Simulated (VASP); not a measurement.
# P (Cmce) in VASP: further runs

Runs on P. Level: PBEsol. Tasks: single point.

Everything below comes from runs of VASP 6.6.1. Logs are shortened: lines on timing, memory, paths and dates and some standing lists are left out, and cuts for length are marked.

## Step 1: The cell of the first run

It takes space group Cmce (No. 64, orthorhombic). The conventional cell has a = 3.317 Å, b = 10.291 Å, c = 4.197 Å, α = 90.00°, β = 90.00°, γ = 90.00°. Within 2.8 Å of P (site symmetry m) lie 3 P at 2.09 to 2.42 Å.

## Step 2: Single point, PBEsol (atoms displaced along a vibrational mode)

INCAR reads:

```
SYSTEM = P
ALGO = Normal
EDIFF = 1E-7
ENCUT = 520
GGA = PS
ISIF = 2
ISMEAR = 0
LASPH = .TRUE.
LCHARG = .FALSE.
LREAL = .FALSE.
LWAVE = .FALSE.
NBANDS = 18
NELM = 60
PREC = Accurate
SIGMA = 0.15
```

KPOINTS reads:

```
k-points
0
G
  16 16 12
  0 0 0
```

POSCAR reads:

```
P
1.0
    1.6587070759     -5.1453559977      0.0000000000
    1.6587070759      5.1453559977      0.0000000000
    0.0000000000      0.0000000000      4.1971725448
P
4
Direct
    0.1001409824      0.8998590176      0.9605671550
    0.6001409824      0.3998590176      0.5394328450
    0.8998590176      0.1001409824      0.0394328450
    0.3998590176      0.6001409824      0.4605671550
```

Potentials or basis: VASP PAW PBE potentials, release 64 (P).

Run with:

```sh
$ cat potpaw_PBE.64/P/POTCAR > POTCAR
$ mpirun -np 1 vasp_std > vasp.out
```

OUTCAR:

```text
SYSTEM = P
   EDIFF = 1E-7
   ENCUT = 520
   GGA = PS
   ISIF = 2
   ISMEAR = 0
   LASPH = .TRUE.
   LREAL = .FALSE.
   NELM = 60
   PREC = Accurate

 ion  position               nearest neighbor table
   1  0.100  0.900  0.961-   3 2.09   2 2.42   2 2.42   2 2.94   2 2.94
   2  0.600  0.400  0.539-   4 2.09   1 2.42   1 2.42   1 2.94   1 2.94
   3  0.900  0.100  0.039-   1 2.09   4 2.42   4 2.42   4 2.94   4 2.94
   4  0.400  0.600  0.461-   2 2.09   3 2.42   3 2.42   3 2.94   3 2.94

  LATTYP: Found a base centered orthorhombic cell.
 ALAT       =     3.3174141518
 B/A-ratio  =     3.1020281233
 C/A-ratio  =     1.2651940194

  Lattice vectors:

 A1 = (   1.6587070759,  -5.1453559977,   0.0000000000)
 A2 = (   1.6587070759,   5.1453559977,   0.0000000000)
 A3 = (   0.0000000000,   0.0000000000,   4.1971725448)

Analysis of symmetry for initial positions (statically):
=====================================================================
 Subroutine PRICEL returns:
 Original cell was already a primitive cell.

 Routine SETGRP: Setting up the symmetry group for a
 base centered orthorhombic supercell.

 Subroutine GETGRP returns: Found  8 space group operations
 (whereof  4 operations were pure point group operations)
 out of a pool of  8 trial point group operations.

The static configuration has the point symmetry C_2h.
 The point group associated with its full space group is D_2h.

Analysis of symmetry for dynamics (positions and initial velocities):
=====================================================================
 Subroutine PRICEL returns:
 Original cell was already a primitive cell.

 Routine SETGRP: Setting up the symmetry group for a
 base centered orthorhombic supercell.

 Subroutine GETGRP returns: Found  8 space group operations
 (whereof  4 operations were pure point group operations)
 out of a pool of  8 trial point group operations.

The dynamic configuration has the point symmetry C_2h.
 The point group associated with its full space group is D_2h.

 Subroutine INISYM returns: Found  8 space group operations
 (whereof  4 operations are pure point group operations),
 and found     1 'primitive' translations

----------------------------------------------------------------------------------------

                                     Primitive cell

  volume of cell :      71.6427

  direct lattice vectors                    reciprocal lattice vectors
     1.658707076 -5.145355998  0.000000000     0.301439602 -0.097175006  0.000000000
     1.658707076  5.145355998  0.000000000     0.301439602  0.097175006  0.000000000
     0.000000000  0.000000000  4.197172545     0.000000000  0.000000000  0.238255633

  length of vectors
     5.406107426  5.406107426  4.197172545     0.316715669  0.316715669  0.238255633

  position of ions in fractional coordinates (direct lattice)
     0.100140982  0.899859018  0.960567155
     0.600140982  0.399859018  0.539432845
     0.899859018  0.100140982  0.039432845
     0.399859018  0.600140982  0.460567155

  ion indices of the primitive-cell ions
   primitive index   ion index
                 1           1
                 2           2
                 3           3
                 4           4

----------------------------------------------------------------------------------------

 KPOINTS: k-points

Automatic generation of k-mesh.
 Grid dimensions read from file:
 generate k-points for:   16   16   12

 Generating k-lattice:

  Cartesian coordinates                     Fractional coordinates (reciprocal lattice)
     0.018839975 -0.006073438  0.000000000     0.062500000  0.000000000  0.000000000
     0.018839975  0.006073438  0.000000000     0.000000000  0.062500000  0.000000000
     0.000000000  0.000000000  0.019854636     0.000000000  0.000000000  0.083333333

  Length of vectors
     0.019794729  0.019794729  0.019854636

  Shift w.r.t. Gamma in fractional coordinates (k-lattice)
     0.000000000  0.000000000  0.000000000

 Subroutine IBZKPT returns following result:
 ===========================================

 Found    511 irreducible k-points:

 Following reciprocal coordinates:
            Coordinates               Weight
  0.000000  0.000000  0.000000      1.000000
  0.062500  0.000000  0.000000      4.000000
  0.125000  0.000000  0.000000      4.000000
  0.187500  0.000000  0.000000      4.000000
  0.250000  0.000000  0.000000      4.000000
  0.312500 -0.000000  0.000000      4.000000
[... 16 lines left out ...]
 -0.125000  0.062500  0.000000      4.000000
 -0.062500  0.062500  0.000000      2.000000
 [... further k-points ...]
   k-points           NKPTS =    511   k-points in BZ     NKDIM =    511   number of bands    NBANDS=     18
   number of dos      NEDOS =    301   number of ions     NIONS =      4
   total plane-waves  NPLWV =  51200
   dimension x,y,z NGX =    40 NGY =   40 NGZ =   32
   dimension x,y,z NGXF=    80 NGYF=   80 NGZF=   64
   ions per type =               4
   NGX,Y,Z   is equivalent  to a cutoff of  12.30, 12.30, 12.67 a.u.
   NGXF,Y,Z  is equivalent  to a cutoff of  24.60, 24.60, 25.35 a.u.
 SYSTEM =  P
   PREC   = accura    normal or accurate (medium, high low for compatibility)
   ISTART =      0    job   : 0-new  1-cont  2-samecut
   ICHARG =      2    charge: 1-file 2-atom 10-const
   ISPIN  =      1    spin polarized calculation?
   LNONCOLLINEAR =      F non collinear calculations
   LSORBIT =      F    spin-orbit coupling
   LASPH  =      T    aspherical Exc in radial PAW
   ENCUT  =  520.0 eV  38.22 Ry    6.18 a.u.  10.05 10.05  7.80*2*pi/ulx,y,z
   NELM   =     60;   NELMIN=  2; NELMDL= -5     # of ELM steps
   EDIFF  = 0.1E-06   stopping-criterion for ELM
   LREAL  =      F    real-space projection
   EDIFFG = 0.1E-05   stopping-criterion for IOM
   NSW    =      0    number of steps for IOM
   IBRION =     -1    ionic relax: 0-MD 1-quasi-New 2-CG
   NFREE  =      0    steps in history (QN), initial steepest desc. (CG)
   ISIF   =      2    stress and relaxation
   ISYM   =      2    0-nonsym 1-usesym 2-fastsym
   POTIM  = 0.5000    time-step for ionic-motion
   TEBEG  =    0.0;   TEEND  =   0.0 temperature during run
   PSTRESS=    0.0 pullay stress
   NELECT =      20.0000    total number of electrons
   NUPDOWN=      -1.0000    fix difference up-down
   EMIN   =  10.00;   EMAX   =-10.00  energy-range for DOS
   EFERMI =   0.00;   METHOD = LEGACY
   ISMEAR =     0;   SIGMA  =   0.15  broadening in eV -4-tet -1-fermi 0-gaus
   EFERMI_NEDOS =   21; number of points for ismear=-14 and -15
   IALGO  =     38    algorithm
   IMIX   =      4    mixing-type and parameters
     AMIX     =   0.40;   BMIX     =  1.00
     AMIX_MAG =   1.60;   BMIX_MAG =  1.00
  volume/ion in A,a.u.               =      17.91       120.87
  Fermi-wavevector in a.u.,A,eV,Ry     =   1.069944  2.021900 15.575665  1.144779
  Thomas-Fermi vector in A             =   2.205638
   LORBIT       =      0    0 simple, 1 ext, 2 COOP (PROOUT), +10 PAW based schemes
   GGA     = PS    functional components
   LHFCALC =     F    Hartree Fock is set to
   AEXX    =    0.0000 exact exchange contribution
   IVDW    =     0    specifies the selected vdW correction
   LEPSILON=     F    determine dielectric tensor
   LRPA    =     F    only Hartree local field effects (RPA)
 non-spin polarized calculation
 Gauss-broadening in eV      SIGMA  =   0.15
  energy-cutoff  :      520.00
  volume of cell :       71.64
 maximum number of plane-waves:      1948
   NGX = 21   NGY = 21   NGZ = 15

 number of electron      19.9999999 magnetization

 Free energy of the ion-electron system (eV)
  ---------------------------------------------------
  ext. energy  EPLUGINS =         0.00000000
  ---------------------------------------------------
  free energy    TOTEN  =       -22.26030434 eV

  energy without entropy =      -22.24670370  energy(sigma->0) =      -22.25350402

 E-fermi :   6.6427     XC(G=0): -10.3466

 val. band max:        6.6421239220   @ k =   0.3125   0.1250   0.0833
 cond. band min:       6.6435746216   @ k =  -0.1250   0.1250   0.4167
 fundamental gap:      0.0014506996
 Fermi energy:         6.6427014440

 k-point     1 :       0.0000    0.0000    0.0000
  band No.  band energies     occupation
      1      -8.8167      2.00000
      2      -4.3096      2.00000
      3      -3.0160      2.00000
      4       0.0905      2.00000
      5       0.8611      2.00000
      6       2.7291      2.00000
[... 10 lines left out ...]
     17      13.1829      0.00000
     18      13.4913      0.00000

 k-point     2 :       0.0625    0.0000    0.0000
  band No.  band energies     occupation
      1      -8.7699      2.00000
      2      -4.2741      2.00000
      3      -3.0472      2.00000
      4       0.1433      2.00000
      5       0.9152      2.00000
      6       2.6158      2.00000
[... 10 lines left out ...]
     17      13.1493      0.00000
     18      13.6256      0.00000

 k-point     3 :       0.1250    0.0000    0.0000
  band No.  band energies     occupation
      1      -8.6296      2.00000
      2      -4.1670      2.00000
      3      -3.1529      2.00000
      4       0.2997      2.00000
      5       1.0762      2.00000
      6       2.2605      2.00000
[... 10 lines left out ...]
     17      12.5794      0.00000
     18      13.1205      0.00000

 k-point     4 :       0.1875    0.0000    0.0000
  band No.  band energies     occupation
      1      -8.3977      2.00000
      2      -3.9866      2.00000
      3      -3.3639      2.00000
      4       0.5548      2.00000
      5       1.3400      2.00000
      6       1.6787      2.00000
[... 375 lines left out ...]
      4       0.4227      2.00000
      5       1.1866      2.00000
      6       2.1847      2.00000
[... 10 lines left out ...]
     17      12.5553      0.00000
     18      12.6320      0.00000

 k-point    23 :      -0.1250    0.0625    0.0000
  band No.  band energies     occupation
      1      -8.7539      2.00000
      2      -4.3595      2.00000
      3      -3.0405      2.00000
      4       0.2324      2.00000
      5       0.9890      2.00000
      6       2.5384      2.00000
[... 10 lines left out ...]
     17      12.5923      0.00000
     18      13.6558      0.00000

 k-point    24 :      -0.0625    0.0625    0.0000
  band No.  band energies     occupation
      1      -8.8087      2.00000
      2      -4.3538      2.00000
      3      -3.0124      2.00000
      4       0.1377      2.00000
      5       0.8976      2.00000
      6       2.6842      2.00000
[... 10 lines left out ...]
     17      12.6548      0.00000
     18      13.9515      0.00000

 [... further k-points ...]

------------------------ aborting loop because EDIFF is reached ----------------------------------------

  FORCE on cell =-STRESS in cart. coord.  units (eV):
  Direction    XX          YY          ZZ          XY          YZ          ZX
  --------------------------------------------------------------------------------------
  -------------------------------------------------------------------------------------
  Total       -0.5762394      5.8257111     -5.9908494      0.0000000     -0.0000000      0.0000000
  in kB      -12.8866964    130.2829498   -133.9760108      0.0000000     -0.0000000      0.0000000
  external PRESSURE =      -5.5265858 kB  Pullay stress =       0.0000000 kB

 VOLUME and BASIS-vectors are now :
 -----------------------------------------------------------------------------
  energy-cutoff  :      520.00
  volume of cell :       71.64
      direct lattice vectors                 reciprocal lattice vectors
     1.658707076 -5.145355998  0.000000000     0.301439602 -0.097175006  0.000000000
     1.658707076  5.145355998  0.000000000     0.301439602  0.097175006  0.000000000
     0.000000000  0.000000000  4.197172545     0.000000000  0.000000000  0.238255633

 POSITION                                       TOTAL-FORCE (eV/Angst)
 -----------------------------------------------------------------------------------
      1.65871      4.11483      4.03167         0.000000     -1.597296     -1.714140
      1.65871     -1.03052      2.26409         0.000000     -1.597296      1.714140
      1.65871     -4.11483      0.16551         0.000000      1.597296      1.714140
      1.65871      1.03052      1.93308         0.000000      1.597296     -1.714140
 -----------------------------------------------------------------------------------
    total drift:                                0.000000      0.000000      0.000000

  FREE ENERGIE OF THE ION-ELECTRON SYSTEM (eV)
  ---------------------------------------------------
  free  energy   TOTEN  =       -22.2603043406 eV

  energy  without entropy=      -22.2467037024  energy(sigma->0) =      -22.25350402
```

Run time: 4 min. Hardware: 1 thread of Intel Xeon 6975P-C (Granite Rapids), shared host; peak memory 0.55 GiB.

Results:

- Free energy: -22.2603 eV
- Pressure: -0.6 GPa
- Largest force: 2.343 eV/Å
- Band gap on the k mesh: zero (bands 10 and 11 overlap by 1.04 eV)

Forces on the atoms (eV/Å):
```
P    0.000 -1.597 -1.714
P    0.000 -1.597  1.714
P    0.000  1.597  1.714
P    0.000  1.597 -1.714
```

Caveat: the cell differs from its parent crystal (atoms displaced along a vibrational mode); the stress differs along the axes, from -13 to 13 GPa; the PAW data sets were made with another functional, which shifts forces and pressure a little.

## Step 3: Single point, PBEsol (atoms displaced along a vibrational mode)

INCAR reads:

```
SYSTEM = P
ALGO = Normal
EDIFF = 1E-6
ENCUT = 520
GGA = PS
ISIF = 2
ISMEAR = 0
LASPH = .True.
LCHARG = .True.
LELF = .True.
LREAL = .False.
LVHAR = .True.
LWAVE = .False.
NBANDS = 18
NELM = 80
PREC = Accurate
SIGMA = 0.15
```

KPOINTS reads:

```
k-points
0
Gamma
  16 16 12
  0 0 0
```

POSCAR reads:

```
P
1.0
    1.6587070759     -5.1453559977      0.0000000000
    1.6587070759      5.1453559977      0.0000000000
    0.0000000000      0.0000000000      4.1971725448
P
4
Direct
    0.1078532756      0.8921467244      0.9104053194
    0.6078532756      0.3921467244      0.5895946806
    0.8921467244      0.1078532756      0.0895946806
    0.3921467244      0.6078532756      0.4104053194
```

Potentials or basis: VASP PAW PBE potentials, release 64 (P).

Run with:

```sh
$ cat potpaw_PBE.64/P/POTCAR > POTCAR
$ mpirun -np 1 vasp_std > vasp.out
```

OUTCAR:

```text
SYSTEM = P
   EDIFF = 1E-6
   ENCUT = 520
   GGA = PS
   ISIF = 2
   ISMEAR = 0
   LASPH = .True.
   LREAL = .False.
   NELM = 80
   PREC = Accurate

 ion  position               nearest neighbor table
   1  0.108  0.892  0.910-   2 2.14   2 2.14   3 2.34
   2  0.608  0.392  0.590-   1 2.14   1 2.14   4 2.34
   3  0.892  0.108  0.090-   4 2.14   4 2.14   1 2.34
   4  0.392  0.608  0.410-   3 2.14   3 2.14   2 2.34

  LATTYP: Found a base centered orthorhombic cell.
[... 704 lines left out ...]

  FORCE on cell =-STRESS in cart. coord.  units (eV):
  Direction    XX          YY          ZZ          XY          YZ          ZX
  --------------------------------------------------------------------------------------
  -------------------------------------------------------------------------------------
  Total        1.9476972     -1.8502542      3.7508283      0.0000000      0.0000000      0.0000000
  in kB       43.5572114    -41.3780517     83.8814296      0.0000000      0.0000000      0.0000000
  external PRESSURE =      28.6868631 kB  Pullay stress =       0.0000000 kB

 VOLUME and BASIS-vectors are now :
 -----------------------------------------------------------------------------
  energy-cutoff  :      520.00
  volume of cell :       71.64
      direct lattice vectors                 reciprocal lattice vectors
     1.658707076 -5.145355998  0.000000000     0.301439602 -0.097175006  0.000000000
     1.658707076  5.145355998  0.000000000     0.301439602  0.097175006  0.000000000
     0.000000000  0.000000000  4.197172545     0.000000000  0.000000000  0.238255633

 POSITION                                       TOTAL-FORCE (eV/Angst)
 -----------------------------------------------------------------------------------
      1.65871      4.03547      3.82113         0.000000      0.530028      1.753028
      1.65871     -1.10989      2.47463         0.000000      0.530028     -1.753028
      1.65871     -4.03547      0.37604         0.000000     -0.530028     -1.753028
      1.65871      1.10989      1.72254         0.000000     -0.530028      1.753028
 -----------------------------------------------------------------------------------
    total drift:                               -0.000000      0.000000     -0.000000

  FREE ENERGIE OF THE ION-ELECTRON SYSTEM (eV)
  ---------------------------------------------------
  free  energy   TOTEN  =       -22.7855917651 eV

  energy  without entropy=      -22.7840312018  energy(sigma->0) =      -22.78481148
```

OSZICAR:

```text
N       E                     dE             d eps       ncg     rms          rms(c)
DAV:   1     0.546642493629E+02    0.54664E+02   -0.84112E+03 18396   0.951E+02
DAV:   2    -0.194889193842E+02   -0.74153E+02   -0.71295E+02 24348   0.152E+02
DAV:   3    -0.229580405608E+02   -0.34691E+01   -0.34418E+01 24204   0.327E+01
DAV:   4    -0.229918280992E+02   -0.33788E-01   -0.33760E-01 23764   0.390E+00
DAV:   5    -0.229923071271E+02   -0.47903E-03   -0.47897E-03 23802   0.445E-01    0.107E+01
DAV:   6    -0.228483827323E+02    0.14392E+00   -0.64278E-02 21540   0.136E+00    0.630E+00
DAV:   7    -0.227860704436E+02    0.62312E-01   -0.11320E-01 21710   0.180E+00    0.289E-01
DAV:   8    -0.227855654822E+02    0.50496E-03   -0.12648E-02 20578   0.659E-01    0.181E-01
DAV:   9    -0.227856002709E+02   -0.34789E-04   -0.46001E-04 24588   0.126E-01    0.890E-02
DAV:  10    -0.227855893676E+02    0.10903E-04   -0.77623E-05 21624   0.457E-02    0.377E-02
DAV:  11    -0.227855916754E+02   -0.23078E-05   -0.92282E-06 23030   0.198E-02    0.130E-02
DAV:  12    -0.227855917651E+02   -0.89690E-07   -0.19499E-07 11618   0.290E-03
   1 F= -.22785592E+02 E0= -.22784811E+02  d E =-.156056E-02
```

Run time: 3.8 min. Hardware: 1 thread of Intel Xeon 6975P-C (Granite Rapids), shared host; peak memory 0.55 GiB.

What came out:

```
Free energy            : -22.7856 eV
Pressure               : 2.9 GPa
Largest force          : 1.831 eV/Å
Band gap on the k mesh : zero (bands 10 and 11 overlap by 0.36 eV)
```

Forces in eV/Å, atoms in the order of the input:
```
P    0.000  0.530  1.753
P    0.000  0.530 -1.753
P    0.000 -0.530 -1.753
P    0.000 -0.530  1.753
```

Levels at points of the mesh, in eV from the Fermi level:
```csv
k point,band 6,band 7,band 8,band 9,band 10,band 11,band 12,band 13,band 14,band 15
"(0.00, 0.00, 0.00)",-4.56,-4.28,-3.54,-2.88,-1.23,0.07,0.72,1.18,3.84,5.56
"(0.50, 0.00, 0.00)",-5.16,-3.24,-3.24,-2.71,-2.71,0.88,0.88,1.40,1.40,3.13
"(0.50, 0.50, 0.00)",-5.31,-4.86,-3.14,-1.53,-0.54,-0.03,0.80,1.81,3.52,5.50
"(0.00, 0.00, 0.50)",-5.21,-3.86,-3.86,-0.74,-0.74,1.01,1.01,2.65,2.65,4.85
"(0.50, 0.00, 0.50)",-5.94,-5.57,-5.57,-2.08,-2.08,1.00,1.00,5.17,5.17,6.21
"(0.50, 0.50, 0.50)",-3.91,-2.36,-2.36,-1.47,-1.47,0.95,0.95,2.56,2.56,3.18
```

Caveat: the cell differs from its parent crystal (atoms displaced along a vibrational mode); the stress differs along the axes, from -4 to 8 GPa; the PAW data sets were made with another functional, which shifts forces and pressure a little.

The gap in the log of VASP goes by the Fermi energy; the results here count the filled bands.